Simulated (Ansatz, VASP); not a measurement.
## Two plane-wave programs on Si2Ni

The input INCAR:

```
  ALGO = Normal
  EDIFF = 1E-6
  ENCUT = 520
  ISIF = 2
  ISMEAR = 0
  ISPIN = 2
  LASPH = T
  LCHARG = F
  LMAXMIX = 4
  LORBIT = 11
  LREAL = F
  LWAVE = F
  MAGMOM = 0 0 0.05
  NBANDS = 20
  NELM = 150
  PREC = Accurate
  SIGMA = 0.05
```

KPOINTS

```
k-points
0
Gamma
  8 8 8
```

File POSCAR:

```
Si2Ni
1.0
    0.0000000000      2.6535521276      2.6535521276
    2.6535521276      0.0000000000      2.6535521276
    2.6535521276      2.6535521276      0.0000000000
Si Ni
2 1
Direct
    0.2500000000      0.2500000000      0.2500000000
    0.7500000000      0.7500000000      0.7500000000
    0.0000000000      0.0000000000      0.0000000000
```

Input for Ansatz:

```yaml
crystal:
  lattice:
    - [0.0, 2.6535521276, 2.6535521276]
    - [2.6535521276, 0.0, 2.6535521276]
    - [2.6535521276, 2.6535521276, 0.0]
  atoms:
    - { symbol: Si, position: [0.25, 0.25, 0.25] }
    - { symbol: Si, position: [0.75, 0.75, 0.75] }
    - { symbol: Ni, position: [0.0, 0.0, 0.0], spin: 0.05 }
basis:
  ecutwfc: 420
  ecutrho_ratio: 4
kpoints:
  mp_grid: { grid: [8, 8, 8] }
hamiltonian:
  xc: lda
scf:
  occupations: { method: gaussian, width: 0.05 }
output:
  forces: true
  stress: true
  eigenvalues: true
  populations: true
magnetization:
  spin_polarized: true
```

Alike in both runs: task single point; functional LDA; k mesh 8 × 8 × 8; occupations gaussian, width 0.05 eV; collinear spin.

|  | VASP | Ansatz |
| --- | --- | --- |
| version | VASP 6.6.1 | Ansatz 0.2.0 |
| potentials or method | VASP PAW LDA potentials, release 64 (Si, Ni), cutoff 520 eV | scalar-relativistic, plane waves, PAW |
| valence electrons in the cell | 18 | 26 |

|  | VASP | Ansatz | Ansatz less VASP |
| --- | --- | --- | --- |
| gap on the k mesh at the Fermi level (eV) | none | none | - |
| pressure (GPa) | 3.7 | 3.6 | -0.08 |
| net moment per atom (μB) | 0.00 | 0.00 | 0.000 |

LDA's correlation is that of Perdew and Zunger in VASP and of Perdew and Wang (1992) in Ansatz. A gap of «none» marks a metal or a gap that the smearing closes. VASP's potentials hold 18 valence electrons a cell and Ansatz's 26, so a difference there can come from the potentials and not from the codes. Ansatz's warnings: seeded moment not kept.
